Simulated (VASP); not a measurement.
# Mg3W (Pm-3m) in VASP: notebook

The runs below take Mg3W through single point, with PBE, PBE+D3(BJ).

Program: VASP 6.6.1. These are calculated values, not measurements. Logs are shortened: lines on timing, memory, paths and dates and some standing lists are left out, and cuts for length are marked.

## Step 1: The cell of the first run

The structure is cubic, space group Pm-3m (No. 221). The conventional cell has a = 4.197 Å, b = 4.197 Å, c = 4.197 Å, α = 90.00°, β = 90.00°, γ = 90.00°. Within 3.9 Å of Mg (site symmetry 4/mmm) lie 8 Mg at 2.97 Å and 4 W at 2.97 Å. Within 3.9 Å of W (site symmetry m-3m) lie 12 Mg at 2.97 Å.

## Step 2: Single point, PBE

INCAR

```
SYSTEM = Mg3W
PREC     = Accurate       ! precision mode
ENCUT    = 520            ! plane-wave cutoff, eV
EDIFF    = 1E-7           ! SCF threshold, eV
ISMEAR   = 0              ! smearing method
SIGMA    = 0.1            ! smearing width, eV
LREAL    = .False.        ! projectors in reciprocal space
LASPH    = .True.         ! aspherical terms in the spheres
NELM     = 80             ! most SCF steps
ALGO     = Normal         ! electronic algorithm
ISIF     = 2              ! what is computed and relaxed
LWAVE    = .False.        ! write WAVECAR
LCHARG   = .False.        ! write CHGCAR
GGA      = PE             ! functional
NBANDS   = 18             ! bands
```

KPOINTS

```
Automatic mesh
0
Gamma
  12 12 12
  0 0 0
```

POSCAR

```
Mg3W
1.0
    4.1969098174      0.0000000000      0.0000000000
    0.0000000000      4.1969098174      0.0000000000
    0.0000000000      0.0000000000      4.1969098174
Mg W
3 1
Direct
    0.0000000000      0.5000000000      0.5000000000
    0.5000000000      0.0000000000      0.5000000000
    0.5000000000      0.5000000000      0.0000000000
    0.0000000000      0.0000000000      0.0000000000
```

Potentials or basis: VASP PAW PBE potentials, release 64 (Mg, W_sv).

The run is started by

```sh
cat potpaw_PBE.64/Mg/POTCAR potpaw_PBE.64/W_sv/POTCAR > POTCAR
mpirun -np 1 vasp_std > vasp.out
```

OUTCAR:

```text
SYSTEM = Mg3W
   PREC = Accurate
   ENCUT = 520
   EDIFF = 1E-7
   ISMEAR = 0
   LREAL = .False.
   LASPH = .True.
   NELM = 80
   ISIF = 2
   GGA = PE

 ion  position               nearest neighbor table
   1  0.000  0.500  0.500-   2 2.97   3 2.97   4 2.97   3 2.97   4 2.97   2 2.97   4 2.97   4 2.97
                             2 2.97   3 2.97   3 2.97   2 2.97
   2  0.500  0.000  0.500-   1 2.97   3 2.97   4 2.97   3 2.97   4 2.97   1 2.97   3 2.97   3 2.97
                             1 2.97   4 2.97   4 2.97   1 2.97
   3  0.500  0.500  0.000-   1 2.97   2 2.97   4 2.97   1 2.97   2 2.97   2 2.97   4 2.97   2 2.97
                             1 2.97   4 2.97   1 2.97   4 2.97
   4  0.000  0.000  0.000-   1 2.97   2 2.97   3 2.97   1 2.97   2 2.97   1 2.97   3 2.97   1 2.97
                             2 2.97   3 2.97   2 2.97   3 2.97

  LATTYP: Found a simple cubic cell.
 ALAT       =     4.1969098174

  Lattice vectors:

 A1 = (   4.1969098174,   0.0000000000,   0.0000000000)
 A2 = (   0.0000000000,   4.1969098174,   0.0000000000)
 A3 = (   0.0000000000,   0.0000000000,   4.1969098174)

Analysis of symmetry for initial positions (statically):
=====================================================================
 Subroutine PRICEL returns:
 Original cell was already a primitive cell.

 Routine SETGRP: Setting up the symmetry group for a
 simple cubic supercell.

 Subroutine GETGRP returns: Found 48 space group operations
 (whereof 48 operations were pure point group operations)
 out of a pool of 48 trial point group operations.

The static configuration has the point symmetry O_h .

Analysis of symmetry for dynamics (positions and initial velocities):
=====================================================================
 Subroutine PRICEL returns:
 Original cell was already a primitive cell.

 Routine SETGRP: Setting up the symmetry group for a
 simple cubic supercell.

 Subroutine GETGRP returns: Found 48 space group operations
 (whereof 48 operations were pure point group operations)
 out of a pool of 48 trial point group operations.

The dynamic configuration has the point symmetry O_h .

 Subroutine INISYM returns: Found 48 space group operations
 (whereof 48 operations are pure point group operations),
 and found     1 'primitive' translations

----------------------------------------------------------------------------------------

                                     Primitive cell

  volume of cell :      73.9246

  direct lattice vectors                    reciprocal lattice vectors
     4.196909817  0.000000000  0.000000000     0.238270547  0.000000000  0.000000000
     0.000000000  4.196909817  0.000000000     0.000000000  0.238270547  0.000000000
     0.000000000  0.000000000  4.196909817     0.000000000  0.000000000  0.238270547

[... 95 lines left out ...]
   POTIM  = 0.5000    time-step for ionic-motion
   TEBEG  =    0.0;   TEEND  =   0.0 temperature during run
   PSTRESS=    0.0 pullay stress
   NELECT =      20.0000    total number of electrons
   NUPDOWN=      -1.0000    fix difference up-down
   EMIN   =  10.00;   EMAX   =-10.00  energy-range for DOS
   EFERMI =   0.00;   METHOD = LEGACY
   ISMEAR =     0;   SIGMA  =   0.10  broadening in eV -4-tet -1-fermi 0-gaus
   EFERMI_NEDOS =   21; number of points for ismear=-14 and -15
   IALGO  =     38    algorithm
   IMIX   =      4    mixing-type and parameters
     AMIX     =   0.40;   BMIX     =  1.00
     AMIX_MAG =   1.60;   BMIX_MAG =  1.00
  volume/ion in A,a.u.               =      18.48       124.72
  Fermi-wavevector in a.u.,A,eV,Ry     =   1.058819  2.000878 15.253469  1.121098
  Thomas-Fermi vector in A             =   2.194142
   LORBIT       =      0    0 simple, 1 ext, 2 COOP (PROOUT), +10 PAW based schemes
   GGA     = PE    functional components
   LHFCALC =     F    Hartree Fock is set to
   AEXX    =    0.0000 exact exchange contribution
   IVDW    =     0    specifies the selected vdW correction
   LEPSILON=     F    determine dielectric tensor
   LRPA    =     F    only Hartree local field effects (RPA)
 non-spin polarized calculation
 Gauss-broadening in eV      SIGMA  =   0.10
  energy-cutoff  :      520.00
  volume of cell :       73.92
 maximum number of plane-waves:      2012
 NGX is ok and might be reduce to    32
   NGX = 15   NGY = 15   NGZ = 15

 number of electron      20.0000002 magnetization

 Free energy of the ion-electron system (eV)
  ---------------------------------------------------
  ext. energy  EPLUGINS =         0.00000000
  ---------------------------------------------------
  free energy    TOTEN  =       -15.40934927 eV

  energy without entropy =      -15.40073579  energy(sigma->0) =      -15.40504253

 E-fermi :   4.6480     XC(G=0): -10.0975

 val. band max:        4.6341913134   @ k =   0.4167   0.0833   0.0833
 cond. band min:       4.6498716074   @ k =   0.5000   0.0833   0.0833
 fundamental gap:      0.0156802940
 Fermi energy:         4.6480276264

 k-point     1 :       0.0000    0.0000    0.0000
  band No.  band energies     occupation
      1     -69.0166      2.00000
      2     -33.1920      2.00000
      3     -33.1920      2.00000
      4     -33.1920      2.00000
      5      -2.9064      2.00000
      6       2.7052      2.00000
[... 481 lines left out ...]
      5      -0.3938      2.00000
      6       0.7793      2.00000
[... 10 lines left out ...]
     17      11.0516      0.00000
     18      12.8628      0.00000

 [... further k-points ...]

------------------------ aborting loop because EDIFF is reached ----------------------------------------

  FORCE on cell =-STRESS in cart. coord.  units (eV):
  Direction    XX          YY          ZZ          XY          YZ          ZX
  --------------------------------------------------------------------------------------
  -------------------------------------------------------------------------------------
  Total       -0.0374526     -0.0374526     -0.0374526      0.0000000      0.0000000     -0.0000000
  in kB       -0.8117152     -0.8117152     -0.8117152      0.0000000      0.0000000     -0.0000000
  external PRESSURE =      -0.8117152 kB  Pullay stress =       0.0000000 kB

 VOLUME and BASIS-vectors are now :
 -----------------------------------------------------------------------------
  energy-cutoff  :      520.00
  volume of cell :       73.92
      direct lattice vectors                 reciprocal lattice vectors
     4.196909817  0.000000000  0.000000000     0.238270547  0.000000000  0.000000000
     0.000000000  4.196909817  0.000000000     0.000000000  0.238270547  0.000000000
     0.000000000  0.000000000  4.196909817     0.000000000  0.000000000  0.238270547

 POSITION                                       TOTAL-FORCE (eV/Angst)
 -----------------------------------------------------------------------------------
      0.00000      2.09845      2.09845         0.000000      0.000000      0.000000
      2.09845      0.00000      2.09845         0.000000      0.000000      0.000000
      2.09845      2.09845      0.00000         0.000000      0.000000      0.000000
      0.00000      0.00000      0.00000         0.000000      0.000000      0.000000
 -----------------------------------------------------------------------------------
    total drift:                                0.000000      0.000000      0.000000

  FREE ENERGIE OF THE ION-ELECTRON SYSTEM (eV)
  ---------------------------------------------------
  free  energy   TOTEN  =       -15.4093492689 eV

  energy  without entropy=      -15.4007357903  energy(sigma->0) =      -15.40504253
```

stdout:

```text
POSCAR found type information on POSCAR MgW
 POSCAR found :  2 types and       4 ions
 scaLAPACK will be used
 LDA part: xc-table for (Slater+PW92), standard interpolation
 POSCAR, INCAR and KPOINTS ok, starting setup
 FFT: planning ... GRIDC
 FFT: planning ... GRID_SOFT
 FFT: planning ... GRID
 WAVECAR not read
 entering main loop
```

It took 39 s on 1 thread of AMD EPYC 9R45 (Zen 5), shared host; peak memory 0.22 GiB.

What came out:

```yaml
Free_energy: -15.4093 eV
Pressure: -0.1 GPa
Band_gap_on_the_k_mesh: zero (band 10 reaches 4.84 eV, above the bottom of band 11 at 3.74 eV)
```

Caveat: spin-orbit coupling is left out, which moves the levels of the heavy elements.

## Step 3: Single point, PBE+D3(BJ)

INCAR

```
SYSTEM = Mg3W
  PREC = Accurate
  ENCUT = 520
  EDIFF = 1E-6
  ISMEAR = 1
  SIGMA = 0.1
  LREAL = .FALSE.
  LASPH = .TRUE.
  NELM = 80
  ALGO = Fast
  ISIF = 2
  LWAVE = .FALSE.
  LCHARG = .TRUE.
  GGA = PE
  IVDW = 12
  LELF = .TRUE.
  LVHAR = .TRUE.
  NBANDS = 18
```

KPOINTS

```
regular mesh
0
G
  12 12 12
  0 0 0
```

POSCAR is that of step 2.

Potentials or basis: VASP PAW PBE potentials, release 64 (Mg, W_sv).

The run is started by

```sh
cat potpaw_PBE.64/Mg/POTCAR potpaw_PBE.64/W_sv/POTCAR > POTCAR
mpirun -np 1 vasp_std > vasp.out
```

OUTCAR:

```text
SYSTEM = Mg3W
   PREC = Accurate
   ENCUT = 520
   EDIFF = 1E-6
   ISMEAR = 1
   LREAL = .FALSE.
   LASPH = .TRUE.
   NELM = 80
   ISIF = 2
   GGA = PE
   IVDW = 12
 IVDW          = 12

 ion  position               nearest neighbor table
   1  0.000  0.500  0.500-   2 2.97   3 2.97   4 2.97   3 2.97   4 2.97   2 2.97   4 2.97   4 2.97
                             2 2.97   3 2.97   3 2.97   2 2.97
   2  0.500  0.000  0.500-   1 2.97   3 2.97   4 2.97   3 2.97   4 2.97   1 2.97   3 2.97   3 2.97
                             1 2.97   4 2.97   4 2.97   1 2.97
   3  0.500  0.500  0.000-   1 2.97   2 2.97   4 2.97   1 2.97   2 2.97   2 2.97   4 2.97   2 2.97
                             1 2.97   4 2.97   1 2.97   4 2.97
   4  0.000  0.000  0.000-   1 2.97   2 2.97   3 2.97   1 2.97   2 2.97   1 2.97   3 2.97   1 2.97
                             2 2.97   3 2.97   2 2.97   3 2.97

  LATTYP: Found a simple cubic cell.
 ALAT       =     4.1969098174

  Lattice vectors:

 A1 = (   4.1969098174,   0.0000000000,   0.0000000000)
 A2 = (   0.0000000000,   4.1969098174,   0.0000000000)
 A3 = (   0.0000000000,   0.0000000000,   4.1969098174)

Analysis of symmetry for initial positions (statically):
=====================================================================
 Subroutine PRICEL returns:
[... 183 lines left out ...]

 k-point     1 :       0.0000    0.0000    0.0000
  band No.  band energies     occupation
      1     -69.0162      2.00000
      2     -33.1915      2.00000
      3     -33.1915      2.00000
      4     -33.1915      2.00000
      5      -2.9063      2.00000
      6       2.7057      2.00000
[... 481 lines left out ...]
      5      -0.3938      2.00000
      6       0.7793      2.00000
[... 10 lines left out ...]
     17      11.0517      0.00000
     18      12.8768      0.00000

 [... further k-points ...]

------------------------ aborting loop because EDIFF is reached ----------------------------------------

 Edisp (eV)   -1.61774

 E8    (eV) :    -0.7447

  FORCE on cell =-STRESS in cart. coord.  units (eV):
  Direction    XX          YY          ZZ          XY          YZ          ZX
  --------------------------------------------------------------------------------------
  -------------------------------------------------------------------------------------
  Total      -1.70108    -1.70108    -1.70108    -0.00000     0.00000    -0.00000
  in kB     -36.86777   -36.86777   -36.86777    -0.00000     0.00000    -0.00000
  external pressure =      -36.87 kB  Pullay stress =        0.00 kB

 VOLUME and BASIS-vectors are now :
 -----------------------------------------------------------------------------
  energy-cutoff  :      520.00
  volume of cell :       73.92
      direct lattice vectors                 reciprocal lattice vectors
     4.196909817  0.000000000  0.000000000     0.238270547  0.000000000  0.000000000
     0.000000000  4.196909817  0.000000000     0.000000000  0.238270547  0.000000000
     0.000000000  0.000000000  4.196909817     0.000000000  0.000000000  0.238270547

 POSITION                                       TOTAL-FORCE (eV/Angst)
 -----------------------------------------------------------------------------------
      0.00000      2.09845      2.09845         0.000000      0.000000      0.000000
      2.09845      0.00000      2.09845         0.000000      0.000000      0.000000
      2.09845      2.09845      0.00000         0.000000      0.000000      0.000000
      0.00000      0.00000      0.00000         0.000000      0.000000      0.000000
 -----------------------------------------------------------------------------------
    total drift:                               -0.000000      0.000000      0.000000

  FREE ENERGIE OF THE ION-ELECTRON SYSTEM (eV)
  ---------------------------------------------------
  free  energy   TOTEN  =       -17.0227780982 eV

  energy  without entropy=      -17.0220169475  energy(sigma->0) =      -17.02252438
```

OSZICAR:

```text
N       E                     dE             d eps       ncg     rms          rms(c)
DAV:   1     0.103797058722E+03    0.10380E+03   -0.92279E+03  3080   0.101E+03
DAV:   2    -0.128434285834E+02   -0.11664E+03   -0.11375E+03  3728   0.256E+02
DAV:   3    -0.160926082632E+02   -0.32492E+01   -0.31626E+01  3724   0.387E+01
DAV:   4    -0.161294301896E+02   -0.36822E-01   -0.36788E-01  3586   0.446E+00
DAV:   5    -0.161299274037E+02   -0.49721E-03   -0.49720E-03  3654   0.564E-01    0.107E+01
RMM:   6    -0.156211629463E+02    0.50876E+00   -0.24797E+00  3265   0.853E+00    0.272E+00
RMM:   7    -0.154410862447E+02    0.18008E+00   -0.15531E-01  3381   0.221E+00    0.199E+00
RMM:   8    -0.154071099675E+02    0.33976E-01   -0.57783E-02  3295   0.144E+00    0.359E-01
RMM:   9    -0.154124009190E+02   -0.52910E-02   -0.35580E-02  3480   0.983E-01    0.624E-01
RMM:  10    -0.154053161486E+02    0.70848E-02   -0.15319E-02  3273   0.715E-01    0.740E-02
RMM:  11    -0.154050461929E+02    0.26996E-03   -0.50560E-04  3752   0.189E-01    0.181E-02
RMM:  12    -0.154050433518E+02    0.28411E-05   -0.88241E-05  3762   0.839E-02    0.205E-02
RMM:  13    -0.154050406542E+02    0.26976E-05   -0.24411E-05  3641   0.364E-02    0.746E-03
RMM:  14    -0.154050406140E+02    0.40231E-07   -0.35741E-06  3226   0.179E-02
   1 F= -.17022778E+02 E0= -.17022524E+02  d E =-.761151E-03
```

stdout:

```text
POSCAR found type information on POSCAR MgW
 POSCAR found :  2 types and       4 ions
 scaLAPACK will be used
 LDA part: xc-table for (Slater+PW92), standard interpolation
 POSCAR, INCAR and KPOINTS ok, starting setup
 FFT: planning ... GRIDC
 FFT: planning ... GRID_SOFT
 FFT: planning ... GRID
 WAVECAR not read
 entering main loop
```

Run time: 47 s. Hardware: 1 thread of AMD EPYC 9R45 (Zen 5), shared host; peak memory 0.23 GiB.

What came out:

```
Free energy                : -17.0228 eV
Pressure                   : -3.7 GPa
Band gap on the k mesh     : zero (band 10 reaches 4.84 eV, above the bottom of band 11 at 3.74 eV)
Dispersion energy per atom : -0.404 eV
```

Levels at points of the mesh, in eV from the Fermi level:
| k point | band 6 | band 7 | band 8 | band 9 | band 10 | band 11 | band 12 | band 13 | band 14 | band 15 |
| --- | --- | --- | --- | --- | --- | --- | --- | --- | --- | --- |
| (0.00, 0.00, 0.00) | -1.94 | -1.94 | 0.03 | 0.03 | 0.03 | 0.74 | 0.74 | 0.74 | 1.45 | 7.00 |
| (0.50, 0.00, 0.00) | -5.04 | -1.59 | -1.10 | -1.10 | 0.20 | 0.74 | 2.85 | 2.99 | 2.99 | 5.16 |
| (0.50, 0.50, 0.00) | -3.66 | -2.74 | -2.74 | -0.71 | -0.71 | 0.45 | 0.98 | 1.42 | 3.84 | 5.77 |
| (0.50, 0.50, 0.50) | -2.69 | -2.69 | -1.70 | -0.86 | -0.86 | -0.86 | -0.64 | 1.00 | 1.00 | 4.35 |

Caveat: three body term missing; spin-orbit coupling is left out, which moves the levels of the heavy elements; pairwise dispersion overbinds metals, which lowers pressure and volume.
